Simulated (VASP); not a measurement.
# CdAu (Pm-3m) in VASP: single point with LDA

Aim: the single point of CdAu with LDA.

Program: VASP 6.6.1. These are calculated values, not measurements. Logs are shortened: lines on timing, memory, paths and dates and some standing lists are left out, and cuts for length are marked.

## Step 1: The cell of the first run

The structure is cubic, space group Pm-3m (No. 221). The conventional cell has a = 3.320 Å, b = 3.320 Å, c = 3.320 Å, α = 90.00°, β = 90.00°, γ = 90.00°. Within 3.8 Å of Au (site symmetry m-3m) lie 8 Cd at 2.87 Å and 6 Au at 3.32 Å. Cd (site symmetry m-3m) has 8 Au at 2.87 Å and 6 Cd at 3.32 Å within 3.8 Å.

## Step 2: Single point, LDA

File INCAR:

```
  PREC = Accurate
  ENCUT = 520
  EDIFF = 1E-6
  ISMEAR = 0
  SIGMA = 0.021
  LREAL = False
  LASPH = True
  NELM = 80
  ALGO = Normal
  ISIF = 2
  LWAVE = False
  LCHARG = False
  GGA = CA
  NBANDS = 18
```

File KPOINTS:

```
regular mesh
0
Gamma
  10 10 10
```

File POSCAR:

```
CdAu
1.0
    3.3196084200      0.0000000000      0.0000000000
    0.0000000000      3.3196084200      0.0000000000
    0.0000000000      0.0000000000      3.3196084200
Au Cd
1 1
Direct
    0.0000000000      0.0000000000      0.0000000000
    0.5000000000      0.5000000000      0.5000000000
```

Potentials or basis: VASP PAW LDA potentials, release 64 (Au, Cd).

On the command line:

```sh
$ cat potpaw_LDA.64/Au/POTCAR potpaw_LDA.64/Cd/POTCAR > POTCAR
$ mpirun -np 1 vasp_std > vasp.out
```

OUTCAR:

```text
PREC = Accurate
   ENCUT = 520
   EDIFF = 1E-6
   ISMEAR = 0
   LREAL = False
   LASPH = True
   NELM = 80
   ISIF = 2
   GGA = CA

 ion  position               nearest neighbor table
   1  0.000  0.000  0.000-   2 2.87   2 2.87   2 2.87   2 2.87   2 2.87   2 2.87   2 2.87   2 2.87

   2  0.500  0.500  0.500-   1 2.87   1 2.87   1 2.87   1 2.87   1 2.87   1 2.87   1 2.87   1 2.87

  LATTYP: Found a simple cubic cell.
 ALAT       =     3.3196084200

  Lattice vectors:

 A1 = (   3.3196084200,   0.0000000000,   0.0000000000)
 A2 = (   0.0000000000,   3.3196084200,   0.0000000000)
 A3 = (   0.0000000000,   0.0000000000,   3.3196084200)

Analysis of symmetry for initial positions (statically):
=====================================================================
 Subroutine PRICEL returns:
 Original cell was already a primitive cell.

 Routine SETGRP: Setting up the symmetry group for a
 simple cubic supercell.

 Subroutine GETGRP returns: Found 48 space group operations
 (whereof 48 operations were pure point group operations)
 out of a pool of 48 trial point group operations.

The static configuration has the point symmetry O_h .

Analysis of symmetry for dynamics (positions and initial velocities):
=====================================================================
 Subroutine PRICEL returns:
 Original cell was already a primitive cell.

 Routine SETGRP: Setting up the symmetry group for a
 simple cubic supercell.

 Subroutine GETGRP returns: Found 48 space group operations
 (whereof 48 operations were pure point group operations)
 out of a pool of 48 trial point group operations.

The dynamic configuration has the point symmetry O_h .

 Subroutine INISYM returns: Found 48 space group operations
 (whereof 48 operations are pure point group operations),
 and found     1 'primitive' translations

----------------------------------------------------------------------------------------

                                     Primitive cell

  volume of cell :      36.5814

  direct lattice vectors                    reciprocal lattice vectors
     3.319608420  0.000000000  0.000000000     0.301240349  0.000000000  0.000000000
     0.000000000  3.319608420  0.000000000     0.000000000  0.301240349  0.000000000
     0.000000000  0.000000000  3.319608420     0.000000000  0.000000000  0.301240349

  length of vectors
     3.319608420  3.319608420  3.319608420     0.301240349  0.301240349  0.301240349

  position of ions in fractional coordinates (direct lattice)
     0.000000000  0.000000000  0.000000000
     0.500000000  0.500000000  0.500000000

  ion indices of the primitive-cell ions
   primitive index   ion index
                 1           1
                 2           2

----------------------------------------------------------------------------------------

 KPOINTS: regular mesh

Automatic generation of k-mesh.
 Grid dimensions read from file:
 generate k-points for:   10   10   10

 Generating k-lattice:

  Cartesian coordinates                     Fractional coordinates (reciprocal lattice)
     0.030124035  0.000000000  0.000000000     0.100000000  0.000000000  0.000000000
     0.000000000  0.030124035  0.000000000     0.000000000  0.100000000  0.000000000
     0.000000000  0.000000000  0.030124035     0.000000000  0.000000000  0.100000000

  Length of vectors
     0.030124035  0.030124035  0.030124035

  Shift w.r.t. Gamma in fractional coordinates (k-lattice)
     0.000000000  0.000000000  0.000000000

 Subroutine IBZKPT returns following result:
 ===========================================

 Found     56 irreducible k-points:

 Following reciprocal coordinates:
            Coordinates               Weight
  0.000000  0.000000  0.000000      1.000000
  0.100000  0.000000  0.000000      6.000000
  0.200000  0.000000  0.000000      6.000000
  0.300000  0.000000  0.000000      6.000000
  0.400000  0.000000  0.000000      6.000000
  0.500000  0.000000  0.000000      3.000000
[... 16 lines left out ...]
  0.200000  0.100000  0.100000     24.000000
  0.300000  0.100000  0.100000     24.000000
 [... further k-points ...]
   k-points           NKPTS =     56   k-points in BZ     NKDIM =     56   number of bands    NBANDS=     18
   number of dos      NEDOS =    301   number of ions     NIONS =      2
   total plane-waves  NPLWV =  21952
   dimension x,y,z NGX =    28 NGY =   28 NGZ =   28
   dimension x,y,z NGXF=    56 NGYF=   56 NGZF=   56
   ions per type =               1   1
   NGX,Y,Z   is equivalent  to a cutoff of  14.02, 14.02, 14.02 a.u.
   NGXF,Y,Z  is equivalent  to a cutoff of  28.04, 28.04, 28.04 a.u.
 SYSTEM =  unknown system
   PREC   = accura    normal or accurate (medium, high low for compatibility)
   ISTART =      0    job   : 0-new  1-cont  2-samecut
   ICHARG =      2    charge: 1-file 2-atom 10-const
   ISPIN  =      1    spin polarized calculation?
   LNONCOLLINEAR =      F non collinear calculations
   LSORBIT =      F    spin-orbit coupling
   LASPH  =      T    aspherical Exc in radial PAW
   ENCUT  =  520.0 eV  38.22 Ry    6.18 a.u.   6.17  6.17  6.17*2*pi/ulx,y,z
   NELM   =     80;   NELMIN=  2; NELMDL= -5     # of ELM steps
   EDIFF  = 0.1E-05   stopping-criterion for ELM
   LREAL  =      F    real-space projection
   EDIFFG = 0.1E-04   stopping-criterion for IOM
   NSW    =      0    number of steps for IOM
   IBRION =     -1    ionic relax: 0-MD 1-quasi-New 2-CG
   NFREE  =      0    steps in history (QN), initial steepest desc. (CG)
   ISIF   =      2    stress and relaxation
   ISYM   =      2    0-nonsym 1-usesym 2-fastsym
   POTIM  = 0.5000    time-step for ionic-motion
   TEBEG  =    0.0;   TEEND  =   0.0 temperature during run
   PSTRESS=    0.0 pullay stress
   NELECT =      23.0000    total number of electrons
   NUPDOWN=      -1.0000    fix difference up-down
   EMIN   =  10.00;   EMAX   =-10.00  energy-range for DOS
   EFERMI =   0.00;   METHOD = LEGACY
   ISMEAR =     0;   SIGMA  =   0.02  broadening in eV -4-tet -1-fermi 0-gaus
   EFERMI_NEDOS =   21; number of points for ismear=-14 and -15
   IALGO  =     38    algorithm
   IMIX   =      4    mixing-type and parameters
     AMIX     =   0.40;   BMIX     =  1.00
     AMIX_MAG =   1.60;   BMIX_MAG =  1.00
  volume/ion in A,a.u.               =      18.29       123.43
  Fermi-wavevector in a.u.,A,eV,Ry     =   1.402482  2.650306 26.762052  1.966955
  Thomas-Fermi vector in A             =   2.525239
   LORBIT       =      0    0 simple, 1 ext, 2 COOP (PROOUT), +10 PAW based schemes
   GGA     = CA    functional components
   LHFCALC =     F    Hartree Fock is set to
   AEXX    =    0.0000 exact exchange contribution
   IVDW    =     0    specifies the selected vdW correction
   LEPSILON=     F    determine dielectric tensor
   LRPA    =     F    only Hartree local field effects (RPA)
 non-spin polarized calculation
 Gauss-broadening in eV      SIGMA  =   0.02
  energy-cutoff  :      520.00
  volume of cell :       36.58
 maximum number of plane-waves:      1021
 NGX is ok and might be reduce to    28
   NGX = 13   NGY = 13   NGZ = 13

 number of electron      23.0000005 magnetization

 Free energy of the ion-electron system (eV)
  ---------------------------------------------------
  ext. energy  EPLUGINS =         0.00000000
  ---------------------------------------------------
  free energy    TOTEN  =        -6.30009868 eV

  energy without entropy =       -6.29997516  energy(sigma->0) =       -6.30003692

 E-fermi :   6.1577     XC(G=0): -12.4331

 val. band max:        6.1182749746   @ k =   0.3000   0.1000   0.1000
 cond. band min:       6.1673369905   @ k =   0.5000   0.5000   0.2000
 fundamental gap:      0.0490620159
 Fermi energy:         6.1576896149

 k-point     1 :       0.0000    0.0000    0.0000
  band No.  band energies     occupation
      1      -3.6271      2.00000
      2      -3.3125      2.00000
      3      -3.3125      2.00000
      4      -2.5506      2.00000
      5      -2.5506      2.00000
      6      -2.5506      2.00000
[... 10 lines left out ...]
     17      18.1901      0.00000
     18      22.5068      0.00000

 k-point     2 :       0.1000    0.0000    0.0000
  band No.  band energies     occupation
      1      -3.4662      2.00000
      2      -3.2862      2.00000
      3      -3.2513      2.00000
      4      -2.5616      2.00000
      5      -2.5616      2.00000
      6      -2.5360      2.00000
[... 10 lines left out ...]
     17      18.8552      0.00000
     18      22.2356      0.00000

 k-point     3 :       0.2000    0.0000    0.0000
  band No.  band energies     occupation
      1      -3.2156      2.00000
      2      -3.1553      2.00000
      3      -2.9265      2.00000
      4      -2.5901      2.00000
      5      -2.5901      2.00000
      6      -2.4974      2.00000
[... 10 lines left out ...]
     17      20.9107      0.00000
     18      21.7171      0.00000

 k-point     4 :       0.3000    0.0000    0.0000
  band No.  band energies     occupation
      1      -3.1241      2.00000
      2      -2.9643      2.00000
      3      -2.6245      2.00000
      4      -2.6245      2.00000
      5      -2.4484      2.00000
      6      -2.1638      2.00000
[... 375 lines left out ...]
      4      -2.5968      2.00000
      5      -2.5968      2.00000
      6      -2.4660      2.00000
[... 10 lines left out ...]
     17      18.9354      0.00000
     18      21.7149      0.00000

 k-point    23 :       0.2000    0.1000    0.1000
  band No.  band energies     occupation
      1      -3.1297      2.00000
      2      -3.0549      2.00000
      3      -2.8913      2.00000
      4      -2.6300      2.00000
      5      -2.5893      2.00000
      6      -2.3052      2.00000
[... 10 lines left out ...]
     17      20.2660      0.00000
     18      20.7073      0.00000

 k-point    24 :       0.3000    0.1000    0.1000
  band No.  band energies     occupation
      1      -3.0530      2.00000
      2      -2.9010      2.00000
      3      -2.8153      2.00000
      4      -2.6709      2.00000
      5      -2.5259      2.00000
      6      -1.7053      2.00000
[... 10 lines left out ...]
     17      18.4901      0.00000
     18      20.0902      0.00000

 [... further k-points ...]
[... 5 lines left out ...]
  --------------------------------------------------------------------------------------
  -------------------------------------------------------------------------------------
  Total       -0.7852458     -0.7852458     -0.7852458     -0.0000000      0.0000000     -0.0000000
  in kB      -34.3918586    -34.3918586    -34.3918586     -0.0000000      0.0000000     -0.0000000
  external PRESSURE =     -34.3918586 kB  Pullay stress =       0.0000000 kB

 VOLUME and BASIS-vectors are now :
 -----------------------------------------------------------------------------
  energy-cutoff  :      520.00
  volume of cell :       36.58
      direct lattice vectors                 reciprocal lattice vectors
     3.319608420  0.000000000  0.000000000     0.301240349  0.000000000  0.000000000
     0.000000000  3.319608420  0.000000000     0.000000000  0.301240349  0.000000000
     0.000000000  0.000000000  3.319608420     0.000000000  0.000000000  0.301240349

 POSITION                                       TOTAL-FORCE (eV/Angst)
 -----------------------------------------------------------------------------------
      0.00000      0.00000      0.00000         0.000000      0.000000      0.000000
      1.65980      1.65980      1.65980         0.000000      0.000000      0.000000
 -----------------------------------------------------------------------------------
    total drift:                                0.000000      0.000000      0.000000

  FREE ENERGIE OF THE ION-ELECTRON SYSTEM (eV)
  ---------------------------------------------------
  free  energy   TOTEN  =        -6.3000986806 eV

  energy  without entropy=       -6.2999751619  energy(sigma->0) =       -6.30003692
```

It took 23 s on 1 thread of AMD EPYC 7R43 (Zen 3), shared host; peak memory 0.13 GiB.

What came out:

| Item | Value |
| --- | --- |
| Free energy | -6.3001 eV |
| Pressure | -3.4 GPa |
| Band gap on the k mesh | zero (an odd number of electrons rules out a gap without spin polarisation) |

Caveat: the cell stands under tension; spin-orbit coupling is left out, which moves the levels of the heavy elements.
